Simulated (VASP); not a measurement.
## Zn: single point with PBEsol

Zn:

```
Zn
1.0
    -1.70129    1.50880    1.50880
     1.50880   -1.70129    1.50880
     1.50880    1.50880   -1.70129
Zn
1
Direct
  0.00000 0.00000 0.00000
```

```yaml
Program: VASP 6.6.1
Task: single point
Functional: PBEsol
Potentials_or_basis: VASP PAW PBE potentials, release 64 (Zn)
Cutoff: 520 eV
k_mesh: 22 × 22 × 22
Occupations: gaussian, width 0.15 eV
Spin: no spin polarisation
```

The pressure is 13.5 GPa and the band gap on the k mesh is zero (band 6 reaches 7.46 eV, above the bottom of band 7 at 1.75 eV).

Stress tensor (GPa, compression positive):
```
13.54 11.96 11.96
11.96 13.54 11.96
11.96 11.96 13.54
```

Levels at points of the mesh, in eV from the Fermi level:
```
           k point  band 4  band 5  band 6  band 7  band 8  band 9
(0.00, 0.00, 0.00)   -7.85   -7.17   -7.17   16.85   16.85   18.89
(0.50, 0.00, 0.00)   -7.41   -6.80   -2.01    1.29   11.58   13.33
(0.50, 0.50, 0.00)   -7.14   -6.98   -3.71   -1.94    9.98   14.51
(0.50, 0.50, 0.50)   -7.19   -6.64    3.77    5.51    5.51    9.59
```

It took 75 s on 1 thread of Intel(R) Xeon(R) 6975P-C (Granite Rapids) (shared host), peak memory 0.26 GiB.

Caveat: the PAW data sets were made with another functional, which shifts forces and pressure a little.
